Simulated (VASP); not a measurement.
Write the native input for VASP 6.6.1 that does the following.

* Task: single point
* Functional: PBE
* Potentials or basis: VASP PAW PBE potentials, release 64 (Si, As)
* Cutoff: 500 eV
* k mesh: 5 × 5 × 6
* Occupations: gaussian, width 0.2 eV
* Spin: no spin polarisation
* Dipole correction: no
* Further INCAR settings: ALGO = Normal; EDIFF = 1e-06; NBANDS = 14

The structure of Si2As lies in POSCAR:

```
Si2As
1.0
    4.7923945784      0.0000000000      0.0000000000
   -2.3961972892      4.1503354498      0.0000000000
    0.0000000000      0.0000000000      2.5517798362
Si As
2 1
Direct
    0.3333333333      0.6666666667      0.0000000000
    0.6666666667      0.3333333333      0.0000000000
    0.0000000000      0.0000000000      0.0000000000
```

One way to write it, as run:

INCAR

```
SYSTEM = Si2As
PREC     = Accurate       ! precision mode
ENCUT    = 500            ! plane-wave cutoff, eV
EDIFF    = 1E-6           ! SCF threshold, eV
ISMEAR   = 0              ! smearing method
SIGMA    = 0.2            ! smearing width, eV
LREAL    = .FALSE.        ! projectors in reciprocal space
LASPH    = .TRUE.         ! aspherical terms in the spheres
NELM     = 120            ! most SCF steps
ALGO     = Normal         ! electronic algorithm
ISIF     = 2              ! what is computed and relaxed
LWAVE    = .FALSE.        ! write WAVECAR
LCHARG   = .FALSE.        ! write CHGCAR
GGA      = PE             ! functional
NBANDS   = 14             ! bands
GGA_COMPAT= .FALSE.
```

KPOINTS

```
regular mesh
0
G
  5 5 6
  0 0 0
```

Potentials or basis: VASP PAW PBE potentials, release 64 (Si, As).

Command:

```console
$ cat potpaw_PBE.64/Si/POTCAR potpaw_PBE.64/As/POTCAR > POTCAR
$ mpirun -np 1 vasp_std > vasp.out
```

It gave:

```yaml
Pressure: 0.0 GPa
```

Caveat: the k points lie up to 0.41 Å⁻¹ apart.

Wall time 5.5 s on 1 thread of Intel(R) Xeon(R) 6975P-C (Granite Rapids) (shared host), peak memory 0.16 GiB.
